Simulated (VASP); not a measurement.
Crystal: Al3B2Sb.

```
Al B Sb
1.0
     3.15000    0.00000    0.00000
    -1.57500    2.72798    0.00000
     0.00000    0.00000   10.25000
Al B Sb
3 2 1
Cartesian
  0.0000 0.0000 1.6913
  0.0000 0.0000 8.5587
  1.5750 0.9093 5.9450
  0.0000 1.8187 0.0000
  1.5750 0.9093 0.0000
  0.0000 1.8187 3.7925
```

```yaml
Program: VASP 6.6.1
Task: relaxation of cell and atoms
Functional: PBE
Potentials_or_basis: VASP PAW PBE potentials, release 64 (Al, B, Sb)
Cutoff: 600 eV
k_mesh: 6 × 6 × 2
Occupations: gaussian, width 0.2 eV
Spin: no spin polarisation
```

At the start: pressure -0.1 GPa; volume 14.68 Å³/atom.

**Question.** How do energy, volume and symmetry change on relaxing?

**Answer.** Over 13 steps the energy falls by 126.1 meV/atom and the volume is 14.75 Å³/atom (+0.5 %); space group P3m1 (No. 156, to 0.05 Å).

The path:
```tsv
step	energy change (eV)	largest force (eV/Å)	pressure (GPa)	volume (Å³)
1	0.0000	2.0011	-0.15	88.08
2	-0.2989	1.3609	-0.62	87.88
3	-0.5325	1.1323	0.40	87.60
4	-0.5128	0.7468	3.61	86.85
5	-0.5989	0.5600	2.13	87.20
6	-0.6123	0.6818	1.31	87.36
7	-0.6779	0.4646	-1.61	89.41
8	-0.6792	0.4264	-1.98	89.70
9	-0.7271	0.2419	-0.63	88.38
10	-0.7370	0.2812	0.47	87.48
11	-0.7520	0.2497	0.39	87.80
12	-0.7520	0.2478	0.39	87.82
13	-0.7565	0.0525	-0.39	88.50
```

Final structure:
```yaml
crystal:
  lattice:
    - [3.07891, 0.00000, 0.00000]
    - [-1.53946, 2.66642, 0.00000]
    - [0.00000, 0.00000, 10.78026]
  atoms:
    - { symbol: Al, position: [0.00000, 0.00000, 0.14281] }
    - { symbol: Al, position: [0.00000, 0.00000, 0.83228] }
    - { symbol: Al, position: [0.66667, 0.33333, 0.62626] }
    - { symbol: B, position: [0.33333, 0.66667, 0.98718] }
    - { symbol: B, position: [0.66667, 0.33333, 0.99538] }
    - { symbol: Sb, position: [0.33333, 0.66667, 0.36609] }
```

Caveat: the k points lie up to 0.39 Å⁻¹ apart in the final cell; the relaxation stopped at a loose force limit of 0.08 eV/Å, so its end isn't a converged minimum.
